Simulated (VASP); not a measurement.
Write the native input for VASP 6.6.1 that does the following.

```
Task                   : relaxation of cell and atoms
Functional             : PBE
Potentials or basis    : VASP PAW PBE potentials, release 64 (Ba_sv, Re)
Cutoff                 : 600 eV
k mesh                 : 21 × 21 × 21
Occupations            : gaussian, width 0.1 eV
Spin                   : no spin polarisation
Dipole correction      : no
Further INCAR settings : ALGO = Normal; EDIFF = 1e-06; IBRION = 2; EDIFFG = -0.01; NSW = 100; ISIF = 3
```

The structure of BaRe lies in POSCAR:

```
BaRe
1.0
    1.5068362980      0.8699723423      5.9122169852
   -1.5068362980      0.8699723423      5.9122169852
    0.0000000000     -1.7399446846      5.9122169852
Ba Re
1 1
Direct
    0.0000000000      0.0000000000      0.0000000000
    0.5000000000      0.5000000000      0.5000000000
```

These files were run (other wordings do the same):

INCAR

```
SYSTEM = BaRe
PREC = Accurate
ENCUT = 600
EDIFF = 1E-6
ISMEAR = 0
SIGMA = 0.1
LREAL = .FALSE.
LASPH = .TRUE.
NELM = 100
ALGO = Normal
ISIF = 3
LWAVE = .FALSE.
LCHARG = .FALSE.
GGA = PE
IBRION = 2
NSW = 100
EDIFFG = -0.01
```

KPOINTS

```
regular mesh
0
G
  21 21 21
  0 0 0
```

Potentials or basis: VASP PAW PBE potentials, release 64 (Ba_sv, Re).

The run is started by

```console
$ cat potpaw_PBE.64/Ba_sv/POTCAR potpaw_PBE.64/Re/POTCAR > POTCAR
$ mpirun -np 1 vasp_std > vasp.out
```

Results of the run:

```json
{
  "Relaxed volume": "24.03 Å³/atom",
  "Relaxed cell": "a = 6.183 Å, b = 6.183 Å, c = 6.183 Å, α = 28.66°, β = 28.66°, γ = 28.66°",
  "Space group after relaxing (to 0.05 Å)": "R-3m (No. 166)",
  "Energy gained by relaxing": "10.0 meV/atom",
  "Ionic steps": "10",
  "Pressure after relaxing": "0.0 GPa"
}
```

Run time: 89 min on 1 thread of Intel(R) Xeon(R) 6975P-C (Granite Rapids), on a shared host, peak memory 1.1 GiB.
